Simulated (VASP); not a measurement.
# Ag (R-3m) in VASP: further runs

The runs below take Ag through single point, relaxation of shape and atoms at fixed volume, with PBEsol.

Program: VASP 6.6.1. These are calculated values, not measurements. Logs are shortened: lines on timing, memory, paths and dates and some standing lists are left out, and cuts for length are marked.

### Step 1. The cell of the first run

The structure is trigonal, space group R-3m (No. 166). The conventional cell has a = 2.687 Å, b = 2.687 Å, c = 19.739 Å, α = 90.00°, β = 90.00°, γ = 120.00°. Ag (site symmetry -3m) has 12 Ag at 2.68 to 2.69 Å within 3.5 Å. Ag (site symmetry 3m) has 12 Ag at 2.68 to 2.69 Å within 3.5 Å.

### Step 2. Single point, PBEsol

The input, INCAR:

```
PREC     = Accurate       # precision mode
ENCUT    = 520            # plane-wave cutoff, eV
EDIFF    = 1E-6           # SCF threshold, eV
ISMEAR   = 0              # smearing method
SIGMA    = 0.1            # smearing width, eV
LREAL    = False          # projectors in reciprocal space
LASPH    = True           # aspherical terms in the spheres
NELM     = 80             # most SCF steps
ALGO     = Fast           # electronic algorithm
ISIF     = 2              # what is computed and relaxed
LWAVE    = False          # write WAVECAR
LCHARG   = False          # write CHGCAR
GGA      = PS             # functional
NBANDS   = 24             # bands
```

The input, KPOINTS:

```
Automatic mesh
0
Gamma
  18 18 18
```

The input, POSCAR:

```
Ag
1.0
    1.3436679752      0.7757670672      6.5796668958
   -1.3436679752      0.7757670672      6.5796668958
    0.0000000000     -1.5515341344      6.5796668958
Ag
3
Direct
    0.0000000000      0.0000000000      0.0000000000
    0.7776675457      0.7776675457      0.7776675457
    0.2223324543      0.2223324543      0.2223324543
```

Potentials or basis: VASP PAW PBE potentials, release 64 (Ag).

Command:

```console
$ cat potpaw_PBE.64/Ag/POTCAR > POTCAR
$ mpirun -np 1 vasp_std > vasp.out
```

OUTCAR:

```text
PREC = Accurate
   ENCUT = 520
   EDIFF = 1E-6
   ISMEAR = 0
   LREAL = False
   LASPH = True
   NELM = 80
   ISIF = 2
   GGA = PS

 ion  position               nearest neighbor table
   1  0.000  0.000  0.000-   2 2.68   2 2.68   3 2.68   3 2.68   2 2.68   3 2.68
   2  0.778  0.778  0.778-   1 2.68   1 2.68   1 2.68   3 2.69   3 2.69   3 2.69
   3  0.222  0.222  0.222-   1 2.68   1 2.68   1 2.68   2 2.69   2 2.69   2 2.69

  LATTYP: Found a trigonal (rhomboedric) cell.
 ALAT       =     6.7601238620
 COS(alpha) =     0.9209858956

  Lattice vectors:

 A1 = (   1.3436679752,   0.7757670672,   6.5796668958)
 A2 = (  -1.3436679752,   0.7757670672,   6.5796668958)
 A3 = (   0.0000000000,  -1.5515341344,   6.5796668958)

Analysis of symmetry for initial positions (statically):
=====================================================================
 Subroutine PRICEL returns:
 Original cell was already a primitive cell.

 Routine SETGRP: Setting up the symmetry group for a
 trigonal (rhombohedral) supercell.

 Subroutine GETGRP returns: Found 12 space group operations
 (whereof 12 operations were pure point group operations)
 out of a pool of 12 trial point group operations.

The static configuration has the point symmetry D_3d.

Analysis of symmetry for dynamics (positions and initial velocities):
=====================================================================
 Subroutine PRICEL returns:
 Original cell was already a primitive cell.

 Routine SETGRP: Setting up the symmetry group for a
 trigonal (rhombohedral) supercell.

 Subroutine GETGRP returns: Found 12 space group operations
 (whereof 12 operations were pure point group operations)
 out of a pool of 12 trial point group operations.

The dynamic configuration has the point symmetry D_3d.

 Subroutine INISYM returns: Found 12 space group operations
 (whereof 12 operations are pure point group operations),
 and found     1 'primitive' translations

----------------------------------------------------------------------------------------

                                     Primitive cell

  volume of cell :      41.1508

  direct lattice vectors                    reciprocal lattice vectors
     1.343667975  0.775767067  6.579666896     0.372115738  0.214841121  0.050661126
    -1.343667975  0.775767067  6.579666896    -0.372115738  0.214841121  0.050661126
[... 85 lines left out ...]
   ENCUT  =  520.0 eV  38.22 Ry    6.18 a.u.  12.57 12.57 12.57*2*pi/ulx,y,z
   NELM   =     80;   NELMIN=  2; NELMDL= -5     # of ELM steps
   EDIFF  = 0.1E-05   stopping-criterion for ELM
   LREAL  =      F    real-space projection
   EDIFFG = 0.1E-04   stopping-criterion for IOM
   NSW    =      0    number of steps for IOM
   IBRION =     -1    ionic relax: 0-MD 1-quasi-New 2-CG
   NFREE  =      0    steps in history (QN), initial steepest desc. (CG)
   ISIF   =      2    stress and relaxation
   ISYM   =      2    0-nonsym 1-usesym 2-fastsym
   POTIM  = 0.5000    time-step for ionic-motion
   TEBEG  =    0.0;   TEEND  =   0.0 temperature during run
   PSTRESS=    0.0 pullay stress
   NELECT =      33.0000    total number of electrons
   NUPDOWN=      -1.0000    fix difference up-down
   EMIN   =  10.00;   EMAX   =-10.00  energy-range for DOS
   EFERMI =   0.00;   METHOD = LEGACY
   ISMEAR =     0;   SIGMA  =   0.10  broadening in eV -4-tet -1-fermi 0-gaus
   EFERMI_NEDOS =   21; number of points for ismear=-14 and -15
   IALGO  =     68    algorithm
   IMIX   =      4    mixing-type and parameters
     AMIX     =   0.40;   BMIX     =  1.00
     AMIX_MAG =   1.60;   BMIX_MAG =  1.00
  volume/ion in A,a.u.               =      13.72        92.57
  Fermi-wavevector in a.u.,A,eV,Ry     =   1.520968  2.874212 31.474939  2.313343
  Thomas-Fermi vector in A             =   2.629747
   LORBIT       =      0    0 simple, 1 ext, 2 COOP (PROOUT), +10 PAW based schemes
   GGA     = PS    functional components
   LHFCALC =     F    Hartree Fock is set to
   AEXX    =    0.0000 exact exchange contribution
   IVDW    =     0    specifies the selected vdW correction
   LEPSILON=     F    determine dielectric tensor
   LRPA    =     F    only Hartree local field effects (RPA)
 non-spin polarized calculation
 RMM-DIIS sequential band-by-band and
 Gauss-broadening in eV      SIGMA  =   0.10
  energy-cutoff  :      520.00
  volume of cell :       41.15
 maximum number of plane-waves:      1127
   NGX = 25   NGY = 25   NGZ = 25

 number of electron      33.0000001 magnetization

 Free energy of the ion-electron system (eV)
  ---------------------------------------------------
  ext. energy  EPLUGINS =         0.00000000
  ---------------------------------------------------
  free energy    TOTEN  =        -9.04013402 eV

  energy without entropy =       -9.03703067  energy(sigma->0) =       -9.03858234

 E-fermi :  11.6633     XC(G=0): -13.7587

 val. band max:       11.6620687205   @ k =  -0.3333   0.3889   0.1667
 cond. band min:      11.6638034721   @ k =  -0.3333  -0.4444   0.1667
 fundamental gap:      0.0017347516
 Fermi energy:        11.6632841171

 k-point     1 :       0.0000    0.0000    0.0000
  band No.  band energies     occupation
      1       2.0650      2.00000
      2       3.8297      2.00000
      3       3.8358      2.00000
      4       5.9127      2.00000
      5       5.9127      2.00000
      6       5.9356      2.00000
[... 637 lines left out ...]
     23      26.7980      0.00000
     24      27.4188      0.00000

 [... further k-points ...]

------------------------ aborting loop because EDIFF is reached ----------------------------------------

  FORCE on cell =-STRESS in cart. coord.  units (eV):
  Direction    XX          YY          ZZ          XY          YZ          ZX
  --------------------------------------------------------------------------------------
  -------------------------------------------------------------------------------------
  Total       10.1203607     10.1203607     10.1325169     -0.0000000      0.0000000      0.0000000
  in kB      394.0289297    394.0289297    394.5022228     -0.0000000      0.0000000      0.0000000
  external PRESSURE =     394.1866941 kB  Pullay stress =       0.0000000 kB

 VOLUME and BASIS-vectors are now :
 -----------------------------------------------------------------------------
  energy-cutoff  :      520.00
  volume of cell :       41.15
      direct lattice vectors                 reciprocal lattice vectors
     1.343667975  0.775767067  6.579666896     0.372115738  0.214841121  0.050661126
    -1.343667975  0.775767067  6.579666896    -0.372115738  0.214841121  0.050661126
     0.000000000 -1.551534134  6.579666896     0.000000000 -0.429682243  0.050661126

 POSITION                                       TOTAL-FORCE (eV/Angst)
 -----------------------------------------------------------------------------------
      0.00000      0.00000      0.00000         0.000000      0.000000      0.000000
      0.00000      0.00000     15.35038         0.000000     -0.000000      0.000483
      0.00000      0.00000      4.38862         0.000000      0.000000     -0.000483
 -----------------------------------------------------------------------------------
    total drift:                               -0.000000     -0.000000      0.000000

  FREE ENERGIE OF THE ION-ELECTRON SYSTEM (eV)
  ---------------------------------------------------
  free  energy   TOTEN  =        -9.0401340182 eV

  energy  without entropy=       -9.0370306672  energy(sigma->0) =       -9.03858234
```

OSZICAR:

```text
N       E                     dE             d eps       ncg     rms          rms(c)
DAV:   1     0.220511553997E+03    0.22051E+03   -0.16769E+04 27944   0.138E+03
DAV:   2    -0.637691091299E+01   -0.22689E+03   -0.21263E+03 29128   0.330E+02
DAV:   3    -0.102267465065E+02   -0.38498E+01   -0.38385E+01 33624   0.503E+01
DAV:   4    -0.102403912134E+02   -0.13645E-01   -0.13644E-01 31224   0.286E+00
DAV:   5    -0.102405119744E+02   -0.12076E-03   -0.12076E-03 34280   0.289E-01    0.176E+01
RMM:   6    -0.913837857971E+01    0.11021E+01   -0.22521E+00 27867   0.114E+01    0.987E+00
RMM:   7    -0.905340949078E+01    0.84969E-01   -0.15175E-01 29159   0.313E+00    0.371E+00
RMM:   8    -0.904010727224E+01    0.13302E-01   -0.22977E-02 29634   0.125E+00    0.428E-01
RMM:   9    -0.904010806980E+01   -0.79757E-06   -0.10899E-03 31030   0.250E-01    0.847E-02
RMM:  10    -0.904013313129E+01   -0.25061E-04   -0.17248E-04 30977   0.897E-02    0.791E-02
RMM:  11    -0.904013794395E+01   -0.48127E-05   -0.49939E-05 31053   0.420E-02    0.239E-02
RMM:  12    -0.904013351270E+01    0.44312E-05   -0.19873E-05 30652   0.309E-02    0.124E-02
RMM:  13    -0.904013401818E+01   -0.50548E-06   -0.49715E-06 24147   0.117E-02
   1 F= -.90401340E+01 E0= -.90385823E+01  d E =-.310335E-02
```

stdout:

```text
POSCAR found type information on POSCAR Ag
 POSCAR found :  1 types and       3 ions
 scaLAPACK will be used
 -----------------------------------------------------------------------------
|                                                                             |
|                                                                             |
|     You enforced a specific xc type in the INCAR file but a different       |
|     I HOPE YOU KNOW WHAT YOU ARE DOING!                                     |
|                                                                             |
 -----------------------------------------------------------------------------

 LDA part: xc-table for (Slater+PW92), standard interpolation
 POSCAR, INCAR and KPOINTS ok, starting setup
 FFT: planning ... GRIDC
 FFT: planning ... GRID_SOFT
 FFT: planning ... GRID
 WAVECAR not read
 entering main loop
```

It took 21 min on 1 thread of Intel Xeon 6975P-C (Granite Rapids), shared host; peak memory 0.68 GiB.

What came out:

```
Free energy            : -9.0401 eV
Pressure               : 39.4 GPa
Band gap on the k mesh : zero (an odd number of electrons rules out a gap without spin polarisation)
```

Caveat: the cell stands under pressure; the PAW data sets were made with another functional, which shifts forces and pressure a little.

[end of part 1 of 2]
